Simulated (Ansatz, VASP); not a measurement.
Cu in VASP and in Ansatz

Contents of INCAR:

```
  ALGO = Fast
  EDIFF = 1E-7
  ENCUT = 520
  GGA = PS
  ISIF = 2
  ISMEAR = 0
  LASPH = T
  LCHARG = F
  LREAL = F
  LWAVE = F
  NBANDS = 18
  NELM = 100
  PREC = Accurate
  SIGMA = 0.15
```

Contents of KPOINTS:

```
k-points
0
Gamma
  20 20 20
```

File POSCAR:

```
Cu
1.0
    1.2184636900     -3.9763780104      0.0000000000
    1.2184636900      3.9763780104      0.0000000000
    0.0000000000      0.0000000000      2.2774558816
Cu
2
Direct
    0.1338666500      0.8661333500      0.2500000000
    0.8661333500      0.1338666500      0.7500000000
```

Input for Ansatz:

```yaml
crystal:
  lattice:
    - [1.21846369, -3.9763780104, 0.0]
    - [1.21846369, 3.9763780104, 0.0]
    - [0.0, 0.0, 2.2774558816]
  atoms:
    - { symbol: Cu, position: [0.13386665, 0.86613335, 0.25] }
    - { symbol: Cu, position: [0.86613335, 0.13386665, 0.75] }
basis:
  ecutwfc: 420
kpoints:
  mp_grid: { grid: [20, 20, 20] }
hamiltonian:
  xc: pbesol
scf:
  occupations: { method: gaussian, width: 0.15 }
output:
  forces: true
  stress: true
  eigenvalues: true
```

Change from the starting cell: strain +0.000 along x and y, -0.080 along z, atoms carried along.

Alike in both runs: task single point; functional PBEsol; k mesh 20 × 20 × 20; occupations gaussian, width 0.15 eV; no spin polarisation.

|  | VASP | Ansatz |
| --- | --- | --- |
| version | VASP 6.6.1 | Ansatz 0.2.0 |
| potentials or method | VASP PAW PBE potentials, release 64 (Cu), cutoff 520 eV | scalar-relativistic, plane waves, PAW |
| valence electrons in the cell | 22 | 38 |

VASP gave:

- gap on the k mesh at the Fermi level (eV): none
- pressure (GPa): 16.5
- traceless stress, the component that is largest in VASP (GPa): 18.60
- rms of the force components (eV/Å): 0.045

Question: Which values does Ansatz return?

Answer: gap on the k mesh at the Fermi level (eV): none; pressure (GPa): 15.7; traceless stress, the component that is largest in VASP (GPa): 18.60; rms of the force components (eV/Å): 0.042.

VASP's potentials were made for PBE, not for PBEsol. Atom by atom the forces differ by 0.003 eV/Å (rms over components). A gap of «none» marks a metal or a gap that the smearing closes. VASP's potentials hold 22 valence electrons a cell and Ansatz's 38, so a difference there can come from the potentials and not from the codes.
